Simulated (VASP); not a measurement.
Write the native input for VASP 6.6.1 that does the following.

```
Task                   : relaxation of cell and atoms
Functional             : PBEsol
Potentials or basis    : VASP PAW PBE potentials, release 64 (Ga_d, Ge_d)
Cutoff                 : 500 eV
k mesh                 : 7 × 7 × 7
Occupations            : methfessel-paxton, width 0.05 eV
Spin                   : no spin polarisation
Dipole correction      : no
Further INCAR settings : ALGO = Normal; EDIFF = 1e-07; IBRION = 2; EDIFFG = -0.01; NSW = 80; ISIF = 3
```

The structure of GaGe lies in POSCAR:

```
GaGe
1.0
    0.0000000000      2.9000000000      2.9000000000
    2.9000000000      0.0000000000      2.9000000000
    2.9000000000      2.9000000000      0.0000000000
Ga Ge
1 1
Direct
    0.0000000000      0.0000000000      0.0000000000
    0.2500000000      0.2500000000      0.2500000000
```

These files were run (other wordings do the same):

INCAR

```
PREC = Accurate
ENCUT = 500
EDIFF = 1E-7
ISMEAR = 1
SIGMA = 0.05
LREAL = F
LASPH = T
NELM = 120
ALGO = Normal
ISIF = 3
LWAVE = F
LCHARG = F
GGA = PS
IBRION = 2
NSW = 80
EDIFFG = -0.01
GGA_COMPAT = F
NELMIN = 4
```

KPOINTS

```
regular mesh
0
Gamma
  7 7 7
```

Potentials or basis: VASP PAW PBE potentials, release 64 (Ga_d, Ge_d).

The run is started by

```console
$ cat potpaw_PBE.64/Ga_d/POTCAR potpaw_PBE.64/Ge_d/POTCAR > POTCAR
$ mpirun -np 1 vasp_std > vasp.out
```

It gave:

* Relaxed volume: 23.17 Å³/atom
* Relaxed cell: a = 4.032 Å, b = 4.032 Å, c = 4.032 Å, α = 60.00°, β = 60.00°, γ = 60.00°
* Space group after relaxing (to 0.1 Å): F-43m (No. 216)
* Energy gained by relaxing: 10.3 meV/atom
* Ionic steps: 3
* Pressure after relaxing: 0.0 GPa
* Band gap on the k mesh: zero (an odd number of electrons rules out a gap without spin polarisation)

Caveat: the PAW data sets were made with another functional, which shifts forces and pressure a little; an odd number of electrons without spin polarisation forces a metal; a magnetic or distorted state may lie lower.

Wall time 76 s on 1 thread of Intel Xeon 8259CL, on a shared host, peak memory 0.18 GiB.
